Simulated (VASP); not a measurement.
# InAg16 in VASP: single point with PBE+D3(BJ)

Aim: the single point of InAg16 with PBE+D3(BJ).

Program: VASP 6.6.1. These are calculated values, not measurements. Logs are shortened: lines on timing, memory, paths and dates and some standing lists are left out, and cuts for length are marked.

## 1. The cell of the first run

The cell holds a slab with vacuum, 17 atoms: a = 8.180 Å, b = 5.784 Å, c = 15.338 Å, α = 90.00°, β = 90.00°, γ = 90.00°.

## 2. Single point, PBE+D3(BJ)

The input, INCAR:

```
PREC     = Accurate       # precision mode
ENCUT    = 520            # plane-wave cutoff, eV
EDIFF    = 1E-6           # SCF threshold, eV
ISMEAR   = -1             # smearing method
SIGMA    = 0.05           # smearing width, eV
LREAL    = Auto         
LASPH    = T              # aspherical terms in the spheres
NELM     = 60             # most SCF steps
ALGO     = Normal         # electronic algorithm
ISIF     = 2              # what is computed and relaxed
LWAVE    = F              # write WAVECAR
LCHARG   = F              # write CHGCAR
GGA      = PE             # functional
IVDW     = 12             # dispersion correction
NBANDS   = 108            # bands
```

The input, KPOINTS:

```
regular mesh
0
Gamma
  2 3 1
```

The input, POSCAR:

```
InAg16
1.0
    8.1800000000      0.0000000000      0.0000000000
    0.0000000000      5.7841330000      0.0000000000
    0.0000000000      0.0000000000     15.3381000000
Ag In
16 1
Direct
    0.2500000000      0.2500000000      0.0651971000
    0.7500000000      0.2500000000      0.0651971000
    0.2500000000      0.7500000000      0.0651971000
    0.7500000000      0.7500000000      0.0651971000
    0.0005368220     -0.0015045901      0.1511965567
    0.4998206281     -0.0014019323      0.1512611554
    0.0009261932      0.5000292206      0.1509830389
    0.4990319920      0.5002452447      0.1512966265
    0.2508234446      0.2474795400      0.2449051462
    0.7511627071      0.2472208711      0.2525723025
    0.2508380069      0.7496803809      0.2596865820
    0.7509660459      0.7449376316      0.2524729185
   -0.0108428946     -0.0062646251      0.3441691392
    0.5127699979     -0.0065729947      0.3451555745
   -0.0055133212      0.4959671554      0.3422385822
    0.5073937051      0.4959265219      0.3428375220
    0.2510513749      0.2372405479      0.4256245037
```

Potentials or basis: VASP PAW PBE potentials, release 64 (Ag, In_d).

Started as:

```console
cat potpaw_PBE.64/Ag/POTCAR potpaw_PBE.64/In_d/POTCAR > POTCAR
mpirun -np 1 vasp_std > vasp.out
```

OUTCAR:

```text
PREC = Accurate
   ENCUT = 520
   EDIFF = 1E-6
   ISMEAR = -1
   LREAL = Auto
   LASPH = T
   NELM = 60
   ISIF = 2
   GGA = PE
   IVDW = 12
 IVDW          = 12

 ion  position               nearest neighbor table
   1  0.250  0.250  0.065-   9 2.76   7 2.82   8 2.83   5 2.83   6 2.83   3 2.89   3 2.89
   2  0.750  0.250  0.065-   7 2.83   6 2.84   8 2.84   5 2.84  10 2.87   4 2.89   4 2.89
   3  0.250  0.750  0.065-   5 2.82   7 2.82   8 2.82   6 2.83   1 2.89   1 2.89  11 2.98
   4  0.750  0.750  0.065-   6 2.83   5 2.83   7 2.83   8 2.84  12 2.87   2 2.89   2 2.89
   5  0.001  0.998  0.151-   3 2.82   4 2.83   1 2.83   2 2.84   7 2.88   9 2.89   7 2.90  10 2.94
                            12 2.95  13 2.96  11 3.01
   6  0.500  0.999  0.151-   3 2.83   4 2.83   1 2.83   2 2.84   9 2.88   8 2.88   8 2.90  10 2.95
                            12 2.96  14 2.98  11 3.00
   7  0.001  0.500  0.151-   3 2.82   1 2.82   4 2.83   2 2.83   5 2.88   9 2.90   5 2.90  15 2.93
                            12 2.93  10 2.96  11 3.01
   8  0.499  0.500  0.151-   3 2.82   1 2.83   4 2.84   2 2.84   6 2.88   9 2.88   6 2.90  16 2.94
                            12 2.94  10 2.97  11 2.99
   9  0.251  0.247  0.245-   1 2.76  17 2.77   6 2.88   8 2.88   5 2.89  11 2.89   7 2.90  11 2.91
                            15 2.95  16 2.95  13 3.01  14 3.02
  10  0.751  0.247  0.253-  13 2.81  15 2.81  16 2.82  14 2.82   2 2.87  12 2.88  12 2.91   5 2.94
                             6 2.95   7 2.96   8 2.97
  11  0.251  0.750  0.260-  15 2.86  16 2.86  13 2.87  14 2.88   9 2.89   9 2.91   3 2.98   8 2.99
                             6 3.00   5 3.01   7 3.01  17 3.80
  12  0.751  0.745  0.252-  13 2.80  14 2.81  15 2.82  16 2.82   4 2.87  10 2.88  10 2.91   7 2.93
                             8 2.94   5 2.95   6 2.96
  13  0.989  0.994  0.344-  12 2.80  10 2.81  17 2.85  11 2.87  15 2.88  15 2.91   5 2.96   9 3.01

  14  0.513  0.993  0.345-  12 2.81  10 2.82  17 2.85  16 2.88  11 2.88  16 2.91   6 2.98   9 3.02

  15  0.994  0.496  0.342-  10 2.81  12 2.82  11 2.86  17 2.88  13 2.88  13 2.91   7 2.93   9 2.95

  16  0.507  0.496  0.343-  10 2.82  12 2.82  11 2.86  17 2.87  14 2.88  14 2.91   8 2.94   9 2.95

  17  0.251  0.237  0.426-   9 2.77  14 2.85  13 2.85  16 2.87  15 2.88  11 3.80

  LATTYP: Found a simple orthorhombic cell.
 ALAT       =     5.7841330000
 B/A-ratio  =     1.4142136773
 C/A-ratio  =     2.6517543770

  Lattice vectors:

 A1 = (   0.0000000000,  -5.7841330000,   0.0000000000)
 A2 = (   8.1800000000,   0.0000000000,   0.0000000000)
 A3 = (   0.0000000000,   0.0000000000,  15.3381000000)

Analysis of symmetry for initial positions (statically):
=====================================================================
 Subroutine PRICEL returns:
 Original cell was already a primitive cell.

 Routine SETGRP: Setting up the symmetry group for a
 simple orthorhombic supercell.

[... 139 lines left out ...]
   NUPDOWN=      -1.0000    fix difference up-down
   EMIN   =  10.00;   EMAX   =-10.00  energy-range for DOS
   EFERMI =   0.00;   METHOD = LEGACY
   ISMEAR =    -1;   SIGMA  =   0.05  broadening in eV -4-tet -1-fermi 0-gaus
   EFERMI_NEDOS =   21; number of points for ismear=-14 and -15
   IALGO  =     38    algorithm
   IMIX   =      4    mixing-type and parameters
     AMIX     =   0.40;   BMIX     =  1.00
     AMIX_MAG =   1.60;   BMIX_MAG =  1.00
  volume/ion in A,a.u.               =      42.69       288.08
  Fermi-wavevector in a.u.,A,eV,Ry     =   1.045461  1.975634 14.871006  1.092988
  Thomas-Fermi vector in A             =   2.180257
   LORBIT       =      0    0 simple, 1 ext, 2 COOP (PROOUT), +10 PAW based schemes
   GGA     = PE    functional components
   LHFCALC =     F    Hartree Fock is set to
   AEXX    =    0.0000 exact exchange contribution
   IVDW    =    12    specifies the selected vdW correction
   LEPSILON=     F    determine dielectric tensor
   LRPA    =     F    only Hartree local field effects (RPA)
 non-spin polarized calculation
  energy-cutoff  :      520.00
  volume of cell :      725.71
 maximum number of plane-waves:     19590
 NGX is ok and might be reduce to    64
   NGX = 31   NGY = 21   NGZ = 57

 number of electron     188.9999985 magnetization

 Free energy of the ion-electron system (eV)
  ---------------------------------------------------
  ext. energy  EPLUGINS =         0.00000000
  ---------------------------------------------------
  free energy    TOTEN  =       -40.84514985 eV

  energy without entropy =      -40.79390271  energy(sigma->0) =      -40.81952628

 E-fermi :   1.0724     XC(G=0):  -6.1267

 val. band max:        1.0656017698   @ k =   0.5000   0.0000   0.0000
 cond. band min:       1.0778787805   @ k =   0.5000   0.0000   0.0000
 fundamental gap:      0.0122770107
 Fermi energy:         1.0723906690

 k-point     1 :       0.0000    0.0000    0.0000
  band No.  band energies     occupation
      1     -13.5178      2.00000
      2     -13.4974      2.00000
      3     -13.4846      2.00000
      4     -13.4800      2.00000
      5     -13.4406      2.00000
      6      -6.1583      2.00000
[... 425 lines left out ...]
    105       4.1431      0.00000
    106       4.3725      0.00000
 [bands above 106 left out]

------------------------ aborting loop because EDIFF is reached ----------------------------------------

 Edisp (eV)   -6.26015

 E8    (eV) :    -2.8784

  FORCE on cell =-STRESS in cart. coord.  units (eV):
  Direction    XX          YY          ZZ          XY          YZ          ZX
  --------------------------------------------------------------------------------------
  -------------------------------------------------------------------------------------
  Total      -4.65630    -4.75492    -0.04412    -0.00771     0.11859    -0.06839
  in kB     -10.27989   -10.49761    -0.09740    -0.01703     0.26182    -0.15100
  external pressure =       -6.96 kB  Pullay stress =        0.00 kB

 VOLUME and BASIS-vectors are now :
 -----------------------------------------------------------------------------
  energy-cutoff  :      520.00
  volume of cell :      725.71
      direct lattice vectors                 reciprocal lattice vectors
     8.180000000  0.000000000  0.000000000     0.122249389  0.000000000  0.000000000
     0.000000000  5.784133000  0.000000000     0.000000000  0.172886758  0.000000000
     0.000000000  0.000000000 15.338100000     0.000000000  0.000000000  0.065197124

 POSITION                                       TOTAL-FORCE (eV/Angst)
 -----------------------------------------------------------------------------------
      2.04500      1.44603      1.00000         0.006776     -0.018044     -0.267675
      6.13500      1.44603      1.00000        -0.003038     -0.009947      0.076304
      2.04500      4.33810      1.00000         0.005208      0.004656      0.071163
      6.13500      4.33810      1.00000        -0.003248     -0.000909      0.040824
      0.00439      5.77543      2.31907         0.025657      0.000222      0.012739
      4.08853      5.77602      2.32006        -0.008783      0.001086      0.025758
[... 9 lines left out ...]
      4.15048      2.86850      5.25848         0.002631      0.004903      0.024957
      2.05360      1.37223      6.52827        -0.011495      0.035784      0.050892
 -----------------------------------------------------------------------------------
    total drift:                               -0.002514      0.019795      0.007764

  FREE ENERGIE OF THE ION-ELECTRON SYSTEM (eV)
  ---------------------------------------------------
  free  energy   TOTEN  =       -47.1052960418 eV

  energy  without entropy=      -47.0540489077  energy(sigma->0) =      -47.07967247
```

Wall time 16 min (1 thread of Oxide Virtual Turin-like, shared host); peak memory 0.76 GiB.

What came out:

| Property | Result |
| --- | --- |
| Free energy | -47.1053 eV |
| Largest force | 0.268 eV/Å |
| Dispersion energy per atom | -0.368 eV |

Forces on the atoms (eV/Å):
```
Ag   0.007 -0.018 -0.268
Ag  -0.003 -0.010  0.076
Ag   0.005  0.005  0.071
Ag  -0.003 -0.001  0.041
Ag   0.026  0.000  0.013
Ag  -0.009  0.001  0.026
Ag   0.030 -0.004 -0.009
Ag   0.000 -0.007 -0.008
Ag  -0.010  0.002 -0.014
Ag  -0.043 -0.022 -0.008
Ag   0.006 -0.005  0.003
Ag  -0.031  0.020 -0.017
Ag   0.018 -0.005  0.003
Ag   0.006 -0.002 -0.045
Ag   0.012  0.006  0.060
Ag   0.003  0.005  0.025
In  -0.011  0.036  0.051
```

Caveat: the k points lie up to 0.38 Å⁻¹ apart; spin-orbit coupling is left out, which moves the levels of the heavy elements.
